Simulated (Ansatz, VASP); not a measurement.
# Si4B in VASP and in Ansatz

```
Si B
1.0
    -2.58341    2.58341    2.58341
     2.58341   -2.58341    2.58341
     2.58341    2.58341   -2.58341
Si B
4 1
Direct
  0.00000 0.00000 0.50000
  0.00000 0.50000 0.00000
  0.50000 0.00000 0.00000
  0.50000 0.50000 0.50000
  0.00000 0.00000 0.00000
```

Change from the starting cell: species swapped into the CrGa4 type (Im-3m, No. 229).

Alike in both runs: functional PBE; k mesh 10 × 10 × 10; occupations gaussian, width 0.1 eV; no spin polarisation.

Ansatz relaxed the structure, and its values are those at the end. VASP's run is a single point on that final structure, the one shown.

|  | VASP | Ansatz |
| --- | --- | --- |
| version | VASP 6.6.1 | Ansatz 0.2.0 |
| potentials or method | VASP PAW PBE potentials, release 64 (Si, B), cutoff 520 eV | scalar-relativistic, plane waves, PAW |
| valence electrons in the cell | 19 | 19 |

|  | VASP | Ansatz | Ansatz less VASP |
| --- | --- | --- | --- |
| gap on the k mesh at the Fermi level (eV) | none | none | - |
| pressure (GPa) | -0.1 | 0.0 | +0.07 |

A gap of «none» marks a metal or a gap that the smearing closes. With one functional, cell and mesh, what is left measures potentials, basis and numerics.
